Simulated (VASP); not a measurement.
Wanted: the native input for a VASP 6.6.1 run.

| Quantity | Value |
| --- | --- |
| Task | relaxation of cell and atoms |
| Functional | r2SCAN |
| Potentials or basis | VASP PAW PBE potentials, release 64 (Mg, Sb) |
| Cutoff | 660 eV |
| k mesh | 9 × 9 × 6 |
| Occupations | gaussian, width 0.01 eV |
| Spin | no spin polarisation |
| Dipole correction | no |
| Further INCAR settings | ALGO = Normal; EDIFF = 1e-07; IBRION = 2; EDIFFG = -0.005; NSW = 70; ISIF = 3 |

Mg3Sb2:

```
CELL_PARAMETERS angstrom
4.59524 0.00000 0.00000
-2.29762 3.97960 0.00000
0.00000 0.00000 7.27304
ATOMIC_POSITIONS crystal
Mg 0.33333 0.66667 0.63222
Mg 0.66667 0.33333 0.36778
Mg 0.00000 0.00000 0.00000
Sb 0.33333 0.66667 0.22572
Sb 0.66667 0.33333 0.77428
```

One way to write it, as run:

POSCAR

```
Mg3Sb2
1.0
    4.5952433795      0.0000000000      0.0000000000
   -2.2976216898      3.9795975032      0.0000000000
    0.0000000000      0.0000000000      7.2730418868
Mg Sb
3 2
Direct
    0.3333333333      0.6666666667      0.6322157793
    0.6666666667      0.3333333333      0.3677842207
    0.0000000000      0.0000000000      0.0000000000
    0.3333333333      0.6666666667      0.2257195762
    0.6666666667      0.3333333333      0.7742804238
```

INCAR.step1

```
SYSTEM = Mg3Sb2
PREC = Accurate
ENCUT = 660
ISMEAR = 0
SIGMA = 0.01
LREAL = .FALSE.
LASPH = .TRUE.
NELM = 120
GGA = PE
ALGO = Normal
EDIFF = 1E-5
LWAVE = .TRUE.
LCHARG = .FALSE.
GGA_COMPAT = .FALSE.
IBRION = 2
ISIF = 3
EDIFFG = -0.005
NELMIN = 4
NSW = 100
```

INCAR.step2

```
SYSTEM = Mg3Sb2
PREC = Accurate
ENCUT = 660
EDIFF = 1E-7
ISMEAR = 0
SIGMA = 0.01
LREAL = .FALSE.
LASPH = .TRUE.
NELM = 120
ALGO = Normal
ISIF = 3
LWAVE = .FALSE.
LCHARG = .FALSE.
METAGGA = R2SCAN
LMIXTAU = .TRUE.
IBRION = 2
NSW = 70
EDIFFG = -0.005
ISTART = 1
GGA_COMPAT = .FALSE.
NELMIN = 4
```

KPOINTS

```
regular mesh
0
G
  9 9 6
  0 0 0
```

Potentials or basis: VASP PAW PBE potentials, release 64 (Mg, Sb).

The run is started by

```bash
$ cat potpaw_PBE.64/Mg/POTCAR potpaw_PBE.64/Sb/POTCAR > POTCAR
$ cp INCAR.step1 INCAR
$ mpirun -np 1 vasp_std > vasp.out
$ cp INCAR.step2 INCAR
$ mpirun -np 1 vasp_std > vasp.out
```

Results of the run:

```
Relaxed volume                         : 26.17 Å³/atom
Relaxed cell                           : a = 4.566 Å, b = 4.566 Å, c = 7.246 Å, α = 90.00°, β = 90.00°, γ = 120.00°
Space group after relaxing (to 0.05 Å) : P-3m1 (No. 164)
Energy gained by relaxing              : 1.9 meV/atom
Ionic steps                            : 10
Pressure after relaxing                : 0.0 GPa
Largest force after relaxing           : 0.003 eV/Å
Band gap on the k mesh                 : 0.57 eV, indirect (least direct gap 1.77 eV)
```

Caveat: the PAW data sets were made with another functional, which shifts forces and pressure a little; spin-orbit coupling is left out, which moves the levels of the heavy elements.

Run time: 28 min on 1 thread of Intel(R) Xeon(R) 6975P-C (Granite Rapids) (shared host), peak memory 0.47 GiB.
